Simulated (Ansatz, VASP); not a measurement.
Ta2AlC2N: VASP beside Ansatz

```xyz
6
Lattice="3.6483 0.0000 0.0000 0.0000 3.2091 0.0000 0.0000 0.0000 6.0922" Properties=species:S:1:pos:R:3 pbc="T T T"
Ta    0.0000    0.0000    4.5091
Ta    0.0000    0.0000    1.5831
Al    1.8241    1.6045    0.0000
C     1.8241    0.0000    3.0461
C     0.0000    1.6045    0.0000
N     1.8241    1.6045    3.0461
```

Change from the starting cell: species swapped into the LiCa2NiN2 type (Pmmm, No. 47).

Alike in both runs: functional PBE; k mesh 6 × 4 × 4; occupations gaussian, width 0.1 eV; no spin polarisation.

Ansatz relaxed the structure, and its values are those at the end. VASP's run is a single point on that final structure, the one shown.

|  | VASP | Ansatz |
| --- | --- | --- |
| version | VASP 6.6.1 | Ansatz 0.2.0 |
| potentials or method | VASP PAW PBE potentials, release 64 (Ta_pv, Al, C, N), cutoff 520 eV | scalar-relativistic, plane waves, PAW |
| valence electrons in the cell | 38 | 42 |

VASP gave:

| Property | Result |
| --- | --- |
| gap on the k mesh at the Fermi level (eV) | none |
| pressure (GPa) | 0.1 |
| rms of the force components (eV/Å) | 0.005 |

Problem. Which values does Ansatz return?

Solution. gap on the k mesh at the Fermi level (eV): none; pressure (GPa): -0.1; rms of the force components (eV/Å): 0.004.

A gap of «none» marks a metal or a gap that the smearing closes. VASP's potentials hold 38 valence electrons a cell and Ansatz's 42, so a difference there can come from the potentials and not from the codes.

The k mesh is coarse, so the values compare programs but aren't converged. Neither program's run includes spin-orbit coupling.
